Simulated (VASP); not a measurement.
# Ir (Pm-3m) in VASP: further runs, part 2 of 2

VASP 6.6.1.

## Step 3: Single point, PBE

This run uses another cell than the first one, of 16.99 Å³/atom, 1.071 times its volume.

INCAR

```
ALGO     = Normal         # electronic algorithm
EDIFF    = 1E-6           # SCF threshold, eV
ENCUT    = 520            # plane-wave cutoff, eV
GGA      = PE             # functional
ISIF     = 2              # what is computed and relaxed
ISMEAR   = 1              # smearing method
LASPH    = T              # aspherical terms in the spheres
LCHARG   = T              # write CHGCAR
LELF     = T              # ELF
LREAL    = F              # projectors in reciprocal space
LVHAR    = T            
LWAVE    = F              # write WAVECAR
NBANDS   = 10             # bands
NELM     = 80             # most SCF steps
PREC     = Accurate       # precision mode
SIGMA    = 0.1            # smearing width, eV
```

KPOINTS

```
k-points
0
Gamma
  19 19 19
```

POSCAR

```
Ir
1.0
    2.5706598551      0.0000000000      0.0000000000
    0.0000000000      2.5706598551      0.0000000000
    0.0000000000      0.0000000000      2.5706598551
Ir
1
Direct
    0.0000000000      0.0000000000      0.0000000000
```

Potentials or basis: VASP PAW PBE potentials, release 64 (Ir).

Launch:

```
cat potpaw_PBE.64/Ir/POTCAR > POTCAR
mpirun -np 1 vasp_std > vasp.out
```

OUTCAR:

```text
EDIFF = 1E-6
   ENCUT = 520
   GGA = PE
   ISIF = 2
   ISMEAR = 1
   LASPH = T
   LREAL = F
   NELM = 80
   PREC = Accurate

 ion  position               nearest neighbor table
   1  0.000  0.000  0.000-

  LATTYP: Found a simple cubic cell.
 ALAT       =     2.5706598551

  Lattice vectors:

 A1 = (   2.5706598551,   0.0000000000,   0.0000000000)
 A2 = (   0.0000000000,   2.5706598551,   0.0000000000)
 A3 = (   0.0000000000,   0.0000000000,   2.5706598551)

Analysis of symmetry for initial positions (statically):
=====================================================================
 Subroutine PRICEL returns:
 Original cell was already a primitive cell.

 Routine SETGRP: Setting up the symmetry group for a
 simple cubic supercell.

 Subroutine GETGRP returns: Found 48 space group operations
 (whereof 48 operations were pure point group operations)
 out of a pool of 48 trial point group operations.

The static configuration has the point symmetry O_h .

Analysis of symmetry for dynamics (positions and initial velocities):
=====================================================================
 Subroutine PRICEL returns:
 Original cell was already a primitive cell.

 Routine SETGRP: Setting up the symmetry group for a
 simple cubic supercell.

 Subroutine GETGRP returns: Found 48 space group operations
 (whereof 48 operations were pure point group operations)
 out of a pool of 48 trial point group operations.

The dynamic configuration has the point symmetry O_h .

 Subroutine INISYM returns: Found 48 space group operations
 (whereof 48 operations are pure point group operations),
 and found     1 'primitive' translations

----------------------------------------------------------------------------------------

                                     Primitive cell

  volume of cell :      16.9877

  direct lattice vectors                    reciprocal lattice vectors
[... 104 lines left out ...]
     AMIX     =   0.40;   BMIX     =  1.00
     AMIX_MAG =   1.60;   BMIX_MAG =  1.00
  volume/ion in A,a.u.               =      16.99       114.64
  Fermi-wavevector in a.u.,A,eV,Ry     =   1.324680  2.503283 23.875200  1.754778
  Thomas-Fermi vector in A             =   2.454197
   LORBIT       =      0    0 simple, 1 ext, 2 COOP (PROOUT), +10 PAW based schemes
   GGA     = PE    functional components
   LHFCALC =     F    Hartree Fock is set to
   AEXX    =    0.0000 exact exchange contribution
   IVDW    =     0    specifies the selected vdW correction
   LEPSILON=     F    determine dielectric tensor
   LRPA    =     F    only Hartree local field effects (RPA)
 non-spin polarized calculation
 Methfessel and Paxton  Order N= 1 SIGMA  =   0.10
  energy-cutoff  :      520.00
  volume of cell :       16.99
 maximum number of plane-waves:       468
 NGX is ok and might be reduce to    20
   NGX =  9   NGY =  9   NGZ =  9

 number of electron       9.0000000 magnetization

 Free energy of the ion-electron system (eV)
  ---------------------------------------------------
  ext. energy  EPLUGINS =         0.00000000
  ---------------------------------------------------
  free energy    TOTEN  =        -7.85486264 eV

  energy without entropy =       -7.85432502  energy(sigma->0) =       -7.85468344

 E-fermi :   7.4240     XC(G=0): -12.7483

 val. band max:        7.4177283098   @ k =   0.2105   0.0526   0.0526
 cond. band min:       7.4244846430   @ k =   0.2105   0.0526   0.0526
 fundamental gap:      0.0067563332
 Fermi energy:         7.4240364634

 k-point     1 :       0.0000    0.0000    0.0000
  band No.  band energies     occupation
      1      -1.6574      2.00000
      2       1.5039      2.00000
      3       1.5039      2.00000
      4       8.7065     -0.00000
      5       8.7065     -0.00000
      6       8.7065     -0.00000
      7      23.0114      0.00000
      8      23.0114      0.00000
      9      23.0114      0.00000
     10      28.9335      0.00000
[... 287 lines left out ...]
 k-point    24 :       0.3158    0.1053    0.0000
  band No.  band energies     occupation
      1       0.7525      2.00000
      2       2.2780      2.00000
      3       4.3549      2.00000
      4       6.5402      2.00000
      5       6.7171      2.00000
      6       8.5714     -0.00000
      7      15.8661      0.00000
      8      24.2761      0.00000
      9      26.1245      0.00000
     10      27.8529      0.00000

 [... further k-points ...]
[... 5 lines left out ...]
  --------------------------------------------------------------------------------------
  -------------------------------------------------------------------------------------
  Total        0.0187650      0.0187650      0.0187650     -0.0000000     -0.0000000     -0.0000000
  in kB        1.7698009      1.7698009      1.7698009     -0.0000000     -0.0000000     -0.0000000
  external PRESSURE =       1.7698009 kB  Pullay stress =       0.0000000 kB

 VOLUME and BASIS-vectors are now :
 -----------------------------------------------------------------------------
  energy-cutoff  :      520.00
  volume of cell :       16.99
      direct lattice vectors                 reciprocal lattice vectors
     2.570659855  0.000000000  0.000000000     0.389005180  0.000000000  0.000000000
     0.000000000  2.570659855  0.000000000     0.000000000  0.389005180  0.000000000
     0.000000000  0.000000000  2.570659855     0.000000000  0.000000000  0.389005180

 POSITION                                       TOTAL-FORCE (eV/Angst)
 -----------------------------------------------------------------------------------
      0.00000      0.00000      0.00000         0.000000      0.000000      0.000000
 -----------------------------------------------------------------------------------
    total drift:                               -0.000000      0.000000      0.000000

  FREE ENERGIE OF THE ION-ELECTRON SYSTEM (eV)
  ---------------------------------------------------
  free  energy   TOTEN  =        -7.8548626423 eV

  energy  without entropy=       -7.8543250224  energy(sigma->0) =       -7.85468344
```

OSZICAR:

```text
N       E                     dE             d eps       ncg     rms          rms(c)
DAV:   1     0.454191663481E+02    0.45419E+02   -0.41883E+03  4432   0.786E+02
DAV:   2    -0.728208387893E+01   -0.52701E+02   -0.50136E+02  4482   0.185E+02
DAV:   3    -0.825542831192E+01   -0.97334E+00   -0.96736E+00  5236   0.307E+01
DAV:   4    -0.826429076790E+01   -0.88625E-02   -0.88609E-02  5064   0.276E+00
DAV:   5    -0.826448285761E+01   -0.19209E-03   -0.19209E-03  5122   0.388E-01    0.110E+01
DAV:   6    -0.790557887561E+01    0.35890E+00   -0.79195E-01  5022   0.102E+01    0.459E+00
DAV:   7    -0.785941156227E+01    0.46167E-01   -0.14780E-01  6036   0.393E+00    0.153E+00
DAV:   8    -0.785687063280E+01    0.25409E-02   -0.76564E-03  4824   0.123E+00    0.991E-01
DAV:   9    -0.785485989983E+01    0.20107E-02   -0.77754E-04  4830   0.393E-01    0.292E-02
DAV:  10    -0.785486291802E+01   -0.30182E-05   -0.47386E-06  5258   0.239E-02    0.637E-03
DAV:  11    -0.785486264235E+01    0.27567E-06   -0.22600E-07  2752   0.384E-03
   1 F= -.78548626E+01 E0= -.78546834E+01  d E =-.537620E-03
```

stdout:

```text
POSCAR found type information on POSCAR Ir
 POSCAR found :  1 types and       1 ions
 scaLAPACK will be used
 LDA part: xc-table for (Slater+PW92), standard interpolation
 POSCAR, INCAR and KPOINTS ok, starting setup
 FFT: planning ... GRIDC
 FFT: planning ... GRID_SOFT
 FFT: planning ... GRID
 WAVECAR not read
 entering main loop
```

Run time: 9.5 s. Hardware: 1 thread of Intel Xeon 6975P-C (Granite Rapids), shared host; peak memory 0.16 GiB.

Results:

- Free energy: -7.8549 eV
- Pressure: 0.2 GPa

Levels at points of the mesh, in eV from the Fermi level:
```
           k point  band 1  band 2  band 3  band 4  band 5  band 6  band 7  band 8
(0.00, 0.00, 0.00)   -9.08   -5.92   -5.92    1.28    1.28    1.28   15.59   15.59
```

Caveat: spin-orbit coupling is left out, which moves the levels of the heavy elements.
